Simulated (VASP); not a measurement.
# Si7N8O2 in VASP: further runs

Runs on Si7N8O2. Level: PBE. Tasks: single point.

Everything below comes from runs of VASP 6.6.1. Logs are shortened: lines on timing, memory, paths and dates and some standing lists are left out, and cuts for length are marked.

## (1) The cell of the first run

The cell holds a disordered packing, 17 atoms: a = 5.840 Å, b = 6.038 Å, c = 5.822 Å, α = 88.10°, β = 87.88°, γ = 88.77°.

## (2) Single point, PBE

The input, INCAR:

```
SYSTEM = Si7N8O2
  ALGO = Normal
  EDIFF = 1E-6
  ENCUT = 520
  GGA = PE
  GGA_COMPAT = .FALSE.
  ISIF = 2
  ISMEAR = -1
  ISYM = -1
  LASPH = .TRUE.
  LCHARG = .FALSE.
  LREAL = Auto
  LWAVE = .FALSE.
  NBANDS = 54
  NELM = 120
  PREC = Accurate
  SIGMA = 0.3447
```

The input, KPOINTS:

```
explicit points
1
Reciprocal
  0.25000000   0.25000000   0.25000000 1
```

The input, POSCAR:

```
Si7N8O2
1.0
    5.8386290000      0.0627810000      0.1075870000
    0.0627810000      6.0367170000      0.0979630000
    0.1075870000      0.0979630000      5.8205090000
Si N O
7 8 2
Direct
    0.7613558264      1.5814111700      0.1843923321
    0.6196092017      0.3778135837      0.5604323183
    0.8283957123      0.7580741425      0.8029605612
    0.1886875797      0.6771798388      0.4205359189
    0.2585432775      0.6272442235      0.8367804909
    0.0618733675      0.2069313816      0.4867688738
    0.5856888114      0.9708753921      0.2703560173
    0.8602808154      0.8756335477      0.0831822919
    0.3364531399      0.3215483484      0.5671299839
    0.9390207253      0.5180558595      0.3998930800
    0.8253969034      0.2185307617      0.6425323102
    0.2157647798      0.9081505874      0.5855065869
    0.2839437779      1.1941077883      0.1415630419
    0.3434471882      0.7435839864      1.1567321396
    0.1533161027      1.2948120855      0.0373052433
    0.6432252548      0.5125107937     -0.1495865345
    0.7166145021      0.8435613143      0.5308463226
```

Potentials or basis: VASP PAW PBE potentials, release 64 (Si, N, O).

Launch:

```bash
cat potpaw_PBE.64/Si/POTCAR potpaw_PBE.64/N/POTCAR potpaw_PBE.64/O/POTCAR > POTCAR
mpirun -np 1 vasp_std > vasp.out
```

OUTCAR:

```text
SYSTEM = Si7N8O2
   EDIFF = 1E-6
   ENCUT = 520
   GGA = PE
   ISIF = 2
   ISMEAR = -1
   ISYM = -1
   LASPH = .TRUE.
   LREAL = Auto
   NELM = 120
   PREC = Accurate

 ion  position               nearest neighbor table
   1  0.761  0.581  0.184-  10 1.69   8 1.95  16 2.14   3 2.45   2 2.59   7 2.60   4 2.97
   2  0.620  0.378  0.560-  11 1.60   9 1.69  16 1.91  10 2.23   1 2.59   6 2.78   5 3.01   3 3.04
                             7 3.04
   3  0.828  0.758  0.803-  17 1.79   8 1.82  16 1.86   1 2.45   5 2.63   2 3.04   4 3.05
   4  0.189  0.677  0.421-  12 1.73  10 1.77  14 1.79   9 2.44   5 2.48   6 2.96   1 2.97   7 3.03
                             3 3.05
   5  0.259  0.627  0.837-  14 2.09  12 2.22  16 2.34  15 2.37   4 2.48   3 2.63   2 3.01
   6  0.062  0.207  0.487-  11 1.63   9 1.84  10 2.05  12 2.07  13 2.35   2 2.78   4 2.96
   7  0.586  0.971  0.270-  17 1.86   8 1.99  14 2.13  13 2.33   1 2.60   4 3.03   2 3.04
   8  0.860  0.876  0.083-   3 1.82   1 1.95   7 1.99
   9  0.336  0.322  0.567-   2 1.69   6 1.84   4 2.44
  10  0.939  0.518  0.400-   1 1.69   4 1.77   6 2.05   2 2.23
  11  0.825  0.219  0.643-   2 1.60   6 1.63
  12  0.216  0.908  0.586-   4 1.73   6 2.07   5 2.22
  13  0.284  0.194  0.142-  15 1.14   7 2.33   6 2.35
  14  0.343  0.744  0.157-   4 1.79   5 2.09   7 2.13
  15  0.153  0.295  0.037-  13 1.14   5 2.37
  16  0.643  0.513  0.850-   3 1.86   2 1.91   1 2.14   5 2.34
  17  0.717  0.844  0.531-   3 1.79   7 1.86

IMPORTANT INFORMATION: All symmetrisations will be switched off!
NOSYMM: (Re-)initialisation of all symmetry stuff for point group C_1.

----------------------------------------------------------------------------------------

                                     Primitive cell

  volume of cell :     205.0030

  direct lattice vectors                    reciprocal lattice vectors
     5.838629000  0.062781000  0.107587000     0.171349524 -0.001731086 -0.003138110
     0.062781000  6.036717000  0.097963000    -0.001731086  0.165715698 -0.002757107
     0.107587000  0.097963000  5.820509000    -0.003138110 -0.002757107  0.171910689

  length of vectors
     5.839957621  6.037838218  5.822327432     0.171387000  0.165747673  0.171961433

  position of ions in fractional coordinates (direct lattice)
     0.761355826  0.581411170  0.184392332
     0.619609202  0.377813584  0.560432318
     0.828395712  0.758074142  0.802960561
     0.188687580  0.677179839  0.420535919
     0.258543278  0.627244223  0.836780491
     0.061873367  0.206931382  0.486768874
     0.585688811  0.970875392  0.270356017
     0.860280815  0.875633548  0.083182292
     0.336453140  0.321548348  0.567129984
     0.939020725  0.518055860  0.399893080
     0.825396903  0.218530762  0.642532310
     0.215764780  0.908150587  0.585506587
     0.283943778  0.194107788  0.141563042
     0.343447188  0.743583986  0.156732140
     0.153316103  0.294812085  0.037305243
     0.643225255  0.512510794  0.850413465
     0.716614502  0.843561314  0.530846323

  ion indices of the primitive-cell ions
   primitive index   ion index
                 1           1
                 2           2
                 3           3
                 4           4
                 5           5
                 6           6
                 7           7
                 8           8
                 9           9
                10          10
                11          11
                12          12
                13          13
                14          14
                15          15
                16          16
                17          17

----------------------------------------------------------------------------------------

 KPOINTS: explicit points

Read explicit list of k-points.

 Found      1 k-points:

 Following reciprocal coordinates:
            Coordinates               Weight
  0.250000  0.250000  0.250000      1.000000
   k-points           NKPTS =      1   k-points in BZ     NKDIM =      1   number of bands    NBANDS=     54
   number of dos      NEDOS =    301   number of ions     NIONS =     17
   total plane-waves  NPLWV = 110592
   dimension x,y,z NGX =    48 NGY =   48 NGZ =   48
   dimension x,y,z NGXF=    96 NGYF=   96 NGZF=   96
   ions per type =               7   8   2
   NGX,Y,Z   is equivalent  to a cutoff of  13.66, 13.22, 13.71 a.u.
   NGXF,Y,Z  is equivalent  to a cutoff of  27.33, 26.43, 27.41 a.u.
 SYSTEM =  Si7N8O2
   PREC   = accura    normal or accurate (medium, high low for compatibility)
   ISTART =      0    job   : 0-new  1-cont  2-samecut
   ICHARG =      2    charge: 1-file 2-atom 10-const
   ISPIN  =      1    spin polarized calculation?
   LNONCOLLINEAR =      F non collinear calculations
   LSORBIT =      F    spin-orbit coupling
   LASPH  =      T    aspherical Exc in radial PAW
   ENCUT  =  520.0 eV  38.22 Ry    6.18 a.u.  10.86 11.23 10.83*2*pi/ulx,y,z
   NELM   =    120;   NELMIN=  2; NELMDL= -5     # of ELM steps
   EDIFF  = 0.1E-05   stopping-criterion for ELM
   LREAL  =      T    real-space projection
   EDIFFG = 0.1E-04   stopping-criterion for IOM
   NSW    =      0    number of steps for IOM
   IBRION =     -1    ionic relax: 0-MD 1-quasi-New 2-CG
   NFREE  =      0    steps in history (QN), initial steepest desc. (CG)
   ISIF   =      2    stress and relaxation
   ISYM   =     -1    0-nonsym 1-usesym 2-fastsym
   POTIM  = 0.5000    time-step for ionic-motion
   TEBEG  =    0.0;   TEEND  =   0.0 temperature during run
   PSTRESS=    0.0 pullay stress
   NELECT =      80.0000    total number of electrons
   NUPDOWN=      -1.0000    fix difference up-down
   EMIN   =  10.00;   EMAX   =-10.00  energy-range for DOS
   EFERMI =   0.00;   METHOD = LEGACY
   ISMEAR =    -1;   SIGMA  =   0.34  broadening in eV -4-tet -1-fermi 0-gaus
   EFERMI_NEDOS =   21; number of points for ismear=-14 and -15
   IALGO  =     38    algorithm
   IMIX   =      4    mixing-type and parameters
     AMIX     =   0.40;   BMIX     =  1.00
     AMIX_MAG =   1.60;   BMIX_MAG =  1.00
  volume/ion in A,a.u.               =      12.06        81.38
  Fermi-wavevector in a.u.,A,eV,Ry     =   1.196331  2.260738 19.472770  1.431208
  Thomas-Fermi vector in A             =   2.332274
   LORBIT       =      0    0 simple, 1 ext, 2 COOP (PROOUT), +10 PAW based schemes
   GGA     = PE    functional components
   LHFCALC =     F    Hartree Fock is set to
   AEXX    =    0.0000 exact exchange contribution
   IVDW    =     0    specifies the selected vdW correction
   LEPSILON=     F    determine dielectric tensor
   LRPA    =     F    only Hartree local field effects (RPA)
 non-spin polarized calculation
  energy-cutoff  :      520.00
  volume of cell :      205.00
 maximum number of plane-waves:      5522
 NGX is ok and might be reduce to    48
   NGX = 21   NGY = 23   NGZ = 21

 number of electron      80.0000003 magnetization

 Free energy of the ion-electron system (eV)
  ---------------------------------------------------
  ext. energy  EPLUGINS =         0.00000000
  ---------------------------------------------------
  free energy    TOTEN  =      -112.65859271 eV

  energy without entropy =     -111.27010197  energy(sigma->0) =     -111.96434734

 E-fermi :   6.1518     XC(G=0): -10.3349

 val. band max:        5.6470871412   @ k =   0.2500   0.2500   0.2500
 cond. band min:       6.5816013519   @ k =   0.2500   0.2500   0.2500
 fundamental gap:      0.9345142107
 Fermi energy:         6.1517691508

 k-point     1 :       0.2500    0.2500    0.2500
  band No.  band energies     occupation
      1     -17.3975      2.00000
      2     -14.5685      2.00000
      3     -13.2770      2.00000
      4     -11.3116      2.00000
      5     -10.1212      2.00000
      6      -9.9117      2.00000
      7      -9.2010      2.00000
      8      -8.9737      2.00000
      9      -8.3771      2.00000
     10      -4.8042      2.00000
     11      -3.8784      2.00000
     12      -3.3589      2.00000
     13      -2.9177      2.00000
     14      -2.6090      2.00000
     15      -2.0942      2.00000
     16      -1.4139      2.00000
     17      -1.2072      2.00000
     18      -1.0686      2.00000
     19      -0.8730      2.00000
     20      -0.6109      2.00000
     21      -0.2958      2.00000
     22      -0.0383      2.00000
     23       0.2913      2.00000
     24       0.7599      2.00000
     25       1.0022      2.00000
     26       1.3841      2.00000
     27       1.5618      2.00000
     28       1.7155      1.99999
     29       2.3312      1.99997
     30       2.4653      1.99995
     31       2.6741      1.99992
     32       3.0162      1.99978
     33       3.1085      1.99971
     34       3.7550      1.99809
     35       3.9400      1.99674
     36       4.2332      1.99238
     37       4.7530      1.96602
     38       5.0093      1.92984
     39       5.2929      1.84709
     40       5.6471      1.62432
     41       6.5816      0.44645
     42       7.1296      0.11073
     43       7.3942      0.05296
     44       7.6577      0.02501
     45       8.1496      0.00606
     46       8.3435      0.00346
     47       8.6967      0.00124
     48       9.3856      0.00017
     49       9.6419      0.00008
     50       9.9542      0.00003
     51      10.5376      0.00001
     52      10.8954      0.00000
 [bands above 52 left out]

------------------------ aborting loop because EDIFF is reached ----------------------------------------

  FORCE on cell =-STRESS in cart. coord.  units (eV):
  Direction    XX          YY          ZZ          XY          YZ          ZX
  --------------------------------------------------------------------------------------
  -------------------------------------------------------------------------------------
  Total       -4.0266563     -2.7103704     -7.4106634     -5.0744184      2.8388079     -5.6710942
  in kB      -31.4698665    -21.1825858    -57.9171823    -39.6585293     22.1863745    -44.3217800
  external PRESSURE =     -36.8565449 kB  Pullay stress =       0.0000000 kB

 VOLUME and BASIS-vectors are now :
 -----------------------------------------------------------------------------
  energy-cutoff  :      520.00
  volume of cell :      205.00
      direct lattice vectors                 reciprocal lattice vectors
     5.838629000  0.062781000  0.107587000     0.171349524 -0.001731086 -0.003138110
     0.062781000  6.036717000  0.097963000    -0.001731086  0.165715698 -0.002757107
     0.107587000  0.097963000  5.820509000    -0.003138110 -0.002757107  0.171910689

 POSITION                                       TOTAL-FORCE (eV/Angst)
 -----------------------------------------------------------------------------------
      4.50161      3.57568      1.21213        -1.163105     -0.363829      0.450747
      3.70168      2.37456      3.36567        -1.563476      0.876060     -0.156873
      4.97068      4.70695      4.83703         0.067301      0.913352     -2.373430
      1.18944      4.14099      2.53437         0.620518      0.230274     -2.038964
      1.63894      3.88470      4.95975        -0.099284      1.303682      2.048999
      0.42662      1.30076      2.86017         3.427982      0.314839      1.317600
      3.50966      5.92416      1.73173         0.437653     -1.078099      0.700828
      5.08678      5.34811      0.66250        -3.490984     -1.759531     -0.964704
      2.04563      2.01778      3.36868        -1.671441      2.082371     -0.526391
      5.55814      3.22548      2.47936         4.153873     -0.391119     -0.594049
      4.90203      1.43397      3.85007         0.890872     -3.558548      1.482060
      1.37978      5.55315      3.52012        -0.679202     -0.758174     -0.114534
      1.68526      1.20347      0.87353        -1.141046     -0.342877      1.058232
      2.06881      4.52572      1.02205         0.812593     -0.288069      0.267660
      0.91768      1.79298      0.26251         0.154810      0.577130     -1.630720
      3.87922      3.21757      5.06925        -0.119474      2.558480     -0.339905
      4.29412      5.18933      3.24953        -0.637591     -0.315940      1.413444
 -----------------------------------------------------------------------------------
    total drift:                                0.002060      0.000081      0.004152

  FREE ENERGIE OF THE ION-ELECTRON SYSTEM (eV)
  ---------------------------------------------------
  free  energy   TOTEN  =      -112.6585927145 eV

  energy  without entropy=     -111.2701019697  energy(sigma->0) =     -111.96434734
```

It took 46 s on 1 thread of Intel Xeon 6975P-C (Granite Rapids), shared host; peak memory 0.31 GiB.

What came out:

| Property | Result |
| --- | --- |
| Free energy | -112.6586 eV |
| Pressure | -3.7 GPa |
| Largest force | 4.214 eV/Å |

Forces on the atoms (eV/Å):
```
Si  -1.163 -0.364  0.451
Si  -1.563  0.876 -0.157
Si   0.067  0.913 -2.373
Si   0.621  0.230 -2.039
Si  -0.099  1.304  2.049
Si   3.428  0.315  1.318
Si   0.438 -1.078  0.701
N   -3.491 -1.760 -0.965
N   -1.671  2.082 -0.526
N    4.154 -0.391 -0.594
N    0.891 -3.559  1.482
N   -0.679 -0.758 -0.115
N   -1.141 -0.343  1.058
N    0.813 -0.288  0.268
N    0.155  0.577 -1.631
O   -0.119  2.558 -0.340
O   -0.638 -0.316  1.413
```

Levels at points of the mesh, in eV from the Fermi level:
```csv
k point,band 38,band 39,band 40,band 41,band 42,band 43
"(0.25, 0.25, 0.25)",-1.14,-0.86,-0.50,0.43,0.98,1.24
```

Caveat: the standard files for N, O and F lose accuracy on very short bonds; the atoms stand as in a frame of molecular dynamics.

## (3) Single point, PBE

The input, INCAR:

```
SYSTEM = Si7N8O2
ALGO = Normal ; EDIFF = 1E-6
ENCUT = 520 ; GGA = PE
GGA_COMPAT = .FALSE. ; ISIF = 2
ISMEAR = -1 ; ISYM = -1
LASPH = .TRUE. ; LCHARG = .FALSE.
LREAL = Auto ; LWAVE = .FALSE.
NBANDS = 54 ; NELM = 120
PREC = Accurate ; SIGMA = 0.3447
```

KPOINTS is that of step 2.

The input, POSCAR:

```
Si7N8O2
1.0
    5.8386290000      0.0627810000      0.1075870000
    0.0627810000      6.0367170000      0.0979630000
    0.1075870000      0.0979630000      5.8205090000
Si N O
7 8 2
Direct
    0.8414350930      1.6135977244      0.2615686444
    0.5433579715      0.4774522163      0.9571831423
    0.8209680196      1.0054224994      0.7771374135
    0.3107351837      0.8001237026      0.5399628135
    0.2107587196      0.9461638903      0.9499373763
   -0.0039345513      0.2453797366      0.4845399554
    0.6447498039      1.0367290724      0.3762741734
    0.8423292102      0.8808980092      0.0558858195
    0.3124856724      0.6622044894      0.8408658187
    1.0809933549      0.5516757115      0.5206864830
    0.7437334743      0.2781006031      0.6697531740
    0.1618838611      1.0287506225      0.6868041788
    0.3757352942      1.1262663086      0.0365647301
    0.1433057915      0.7036994464      1.3109919856
    0.3032989709      1.2089478242      0.2739167344
    0.7564123859      0.3980937969      0.1074291609
    0.7209882617      0.8063121371      0.5162607394
```

Potentials or basis: VASP PAW PBE potentials, release 64 (Si, N, O).

Launch:

```bash
cat potpaw_PBE.64/Si/POTCAR potpaw_PBE.64/N/POTCAR potpaw_PBE.64/O/POTCAR > POTCAR
mpirun -np 1 vasp_std > vasp.out
```

It took 42 s on 1 thread of Intel Xeon 6975P-C (Granite Rapids), shared host; peak memory 0.31 GiB.

It converged, with:

- Free energy: -109.3372 eV
- Pressure: -2.2 GPa
- Largest force: 6.393 eV/Å

Forces on the atoms (eV/Å):
```
Si   3.093  3.265  0.937
Si  -4.316 -1.385 -3.334
Si  -0.330 -0.948  1.585
Si  -1.832 -0.582 -0.355
Si  -1.816 -5.879  1.735
Si   3.160  1.807 -0.755
Si  -1.481  2.575 -2.157
N    0.358  0.816 -1.576
N    2.390  0.897  1.064
N   -1.576 -2.701 -1.051
N   -0.747 -1.530  1.485
N   -3.908  0.984 -4.113
N    1.711  4.803  3.697
N    0.065 -0.831  0.101
N    2.177 -0.621 -0.678
O    1.767  0.680  1.140
O    1.285 -1.350  2.273
```

Stress tensor (GPa, compression positive):
```
-5.42  1.33 10.79
 1.33 -7.86 -0.64
10.79 -0.64  6.63
```

Levels at points of the mesh, in eV from the Fermi level:
```
           k point  band 38  band 39  band 40  band 41  band 42  band 43
(0.25, 0.25, 0.25)    -1.00    -0.64    -0.26     0.44     0.56     0.74
```

Caveat: the atoms stand as in a frame of molecular dynamics.

## (4) Single point, PBE

The input, INCAR:

```
ALGO = Normal
EDIFF = 1E-6
ENCUT = 520
GGA = PE
GGA_COMPAT = F
ISIF = 2
ISMEAR = -1
ISYM = -1
LASPH = T
LCHARG = F
LREAL = Auto
LWAVE = F
NBANDS = 54
NELM = 120
PREC = Accurate
SIGMA = 0.2482
```

KPOINTS is that of step 3.

The input, POSCAR:

```
Si7N8O2
1.0
    5.8386290000      0.0627810000      0.1075870000
    0.0627810000      6.0367170000      0.0979630000
    0.1075870000      0.0979630000      5.8205090000
Si N O
7 8 2
Direct
    0.8886656033      0.6034919297      0.2092391325
    0.5556475553      0.4276056659      0.7875166953
    0.7190832675     -0.0996512629      0.7637241219
    0.3123836949      0.8220314902      0.5020545290
    0.1816186436      0.8981715191      0.9202507235
    1.2029131331      0.3114228896      0.4306938215
    0.7820183612      0.1269270023      0.3608271786
    0.8953666146      0.7737899644     -0.0305221750
    0.5453146282      0.6907197369      0.6837175679
    0.0508616566      0.5401041011      0.4456707702
    0.7283449270      0.2081689551      0.6740882454
    0.1868043396      0.0451879513      0.6586095021
    0.3220648329      0.2950358496     -0.0383663329
    0.3961262600      0.8432293171      0.1595913159
    0.3543350286      0.1774503525      0.1846200373
    0.6605185019      0.4216284057      0.1295348590
    0.8380328132      0.8608338444      0.4693625073
```

Launch:

```bash
cat potpaw_PBE.64/Si/POTCAR potpaw_PBE.64/N/POTCAR potpaw_PBE.64/O/POTCAR > POTCAR
mpirun -np 1 vasp_std > vasp.out
```

Wall time 54 s (1 thread of Intel Xeon 6975P-C (Granite Rapids), shared host); peak memory 0.32 GiB.

The run converged. Its results:

| Quantity | Value |
| --- | --- |
| Free energy | -113.8396 eV |
| Pressure | -9.2 GPa |
| Largest force | 5.061 eV/Å |

Forces on the atoms (eV/Å):
```
Si  -3.198 -1.333  0.619
Si  -1.100 -3.902  2.754
Si   1.319  1.217 -1.586
Si  -0.521 -1.890 -2.081
Si   0.646  0.086  2.360
Si   2.035 -3.399  0.890
Si   0.317  0.539  0.696
N    2.877  2.531 -0.533
N   -2.855  0.510 -0.115
N    0.299  2.279 -1.180
N   -0.940 -2.058 -0.005
N    1.770 -1.380 -1.518
N   -0.491 -1.259  2.937
N   -2.507  0.055  0.205
N   -0.222  2.614 -2.348
O    3.654  3.479 -0.395
O   -1.082  1.912 -0.698
```

Stress tensor (GPa, compression positive):
```
 -0.31  -0.78  -4.32
 -0.78  -1.33   3.31
 -4.32   3.31 -26.08
```

Levels at points of the mesh, in eV from the Fermi level:
| k point | band 37 | band 38 | band 39 | band 40 | band 41 | band 42 | band 43 | band 44 |
| --- | --- | --- | --- | --- | --- | --- | --- | --- |
| (0.25, 0.25, 0.25) | -1.77 | -1.24 | -0.54 | -0.39 | 0.33 | 0.67 | 1.20 | 1.75 |

Caveat: the atoms stand as in a frame of molecular dynamics.

[end of part 1 of 3]
